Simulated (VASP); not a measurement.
Input of a VASP 6.6.1 run:

File POSCAR:

```
Nb
1.0
   -1.6639500000      1.6639500000      1.6639500000
    1.6639500000     -1.6639500000      1.6639500000
    1.6639500000      1.6639500000     -1.6639500000
Nb
1
Direct
    0.0000000000      0.0000000000      0.0000000000
```

The input INCAR.step1:

```
SYSTEM = Nb
PREC     = Accurate       ! precision mode
ENCUT    = 520            ! plane-wave cutoff, eV
ISMEAR   = -1             ! smearing method
SIGMA    = 0.05           ! smearing width, eV
LREAL    = .False.        ! projectors in reciprocal space
LASPH    = .True.         ! aspherical terms in the spheres
NELM     = 100            ! most SCF steps
NBANDS   = 12             ! bands
GGA      = PE             ! functional
ALGO     = Normal         ! electronic algorithm
EDIFF    = 1E-4           ! SCF threshold, eV
LWAVE    = .True.         ! write WAVECAR
LCHARG   = .False.        ! write CHGCAR
```

File INCAR.step2:

```
SYSTEM = Nb
PREC     = Accurate       ! precision mode
ENCUT    = 520            ! plane-wave cutoff, eV
EDIFF    = 1E-6           ! SCF threshold, eV
ISMEAR   = -1             ! smearing method
SIGMA    = 0.05           ! smearing width, eV
LREAL    = .False.        ! projectors in reciprocal space
LASPH    = .True.         ! aspherical terms in the spheres
NELM     = 100            ! most SCF steps
ALGO     = Normal         ! electronic algorithm
ISIF     = 2              ! what is computed and relaxed
LWAVE    = .False.        ! write WAVECAR
LCHARG   = .True.         ! write CHGCAR
METAGGA  = R2SCAN         ! meta-GGA
LMIXTAU  = .True.       
LELF     = .True.         ! ELF
LVHAR    = .True.       
NBANDS   = 12             ! bands
ISTART   = 1
```

KPOINTS

```
regular mesh
0
Gamma
  10 10 10
  0 0 0
```

Potentials or basis: VASP PAW PBE potentials, release 64 (Nb_sv).

Run with:

```sh
$ cat potpaw_PBE.64/Nb_sv/POTCAR > POTCAR
$ cp INCAR.step1 INCAR
$ mpirun -np 1 vasp_std > vasp.out
$ cp INCAR.step2 INCAR
$ mpirun -np 1 vasp_std > vasp.out
```

Task: Estimate the pressure.

Result: -3.4 GPa.

Caveat: the PAW data sets were made with another functional, which shifts forces and pressure a little.
